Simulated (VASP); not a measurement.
Cd:

```
Cd
1.0
     1.87939    3.24250    0.01104
    -1.89745    3.25293    0.00994
     0.00179    0.01967    6.11357
Cd
2
Direct
  0.38527 0.12658 0.18052
  0.62515 0.72341 0.83992
```

Base run:

```yaml
Program: VASP 6.6.1
Functional: r2SCAN
Potentials_or_basis: VASP PAW PBE potentials, release 64 (Cd)
Cutoff: 520 eV
k_mesh: 6 × 6 × 3
Occupations: fermi-dirac, width 0.0798 eV
Spin: no spin polarisation
```

Its results: band gap on the k mesh zero (band 12 reaches -0.04 eV, above the bottom of band 13 at -0.11 eV); pressure 1.5 GPa; largest force 2.462 eV/Å.

Task: The run is repeated on the same cell with these changes: k mesh from 6 × 6 × 3 to 6 × 6 × 3, shifted. What comes out?

Result: Band gap on the k mesh zero (filled and empty bands overlap); pressure 0.6 GPa; largest force 2.453 eV/Å.

Caveats: the PAW data sets were made with another functional, which shifts forces and pressure a little.
